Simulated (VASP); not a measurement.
A run of VASP 6.6.1 is set up as follows.

File INCAR:

```
SYSTEM = ScNb
PREC = Accurate
ENCUT = 520
EDIFF = 1E-6
ISMEAR = 0
SIGMA = 0.15
LREAL = .FALSE.
LASPH = .TRUE.
NELM = 60
ALGO = Fast
ISIF = 2
LWAVE = .FALSE.
LCHARG = .TRUE.
LELF = .TRUE.
LVHAR = .TRUE.
NBANDS = 19
```

KPOINTS

```
Automatic mesh
0
G
  18 18 10
  0 0 0
```

Contents of POSCAR:

```
ScNb
1.0
    3.0656443612      0.0000000000      0.0000000000
   -1.5328221806      2.6549258957      0.0000000000
    0.0000000000      0.0000000000      4.6917794500
Sc Nb
1 1
Direct
    0.0000000000      0.0000000000      0.0000000000
    0.3333333333      0.6666666667      0.5000000000
```

Potentials or basis: VASP PAW LDA potentials, release 64 (Sc_sv, Nb_sv).

Run with:

```console
$ cat potpaw_LDA.64/Sc_sv/POTCAR potpaw_LDA.64/Nb_sv/POTCAR > POTCAR
$ mpirun -np 1 vasp_std > vasp.out
```

**Question.** What does it give for the pressure?

**Answer.** 1.0 GPa.

**Question.** Predict the band gap on the k mesh.

**Answer.** Zero (bands 12 and 13 overlap by 1.12 eV).

Stress tensor (GPa, compression positive):
```
-2.16  0.00  0.00
 0.00 -2.16  0.00
 0.00  0.00  7.33
```

Caveat: the cell differs from its parent crystal (strain -0.0750 x Voigt [0, 0, 1, 0, 0, 0]).
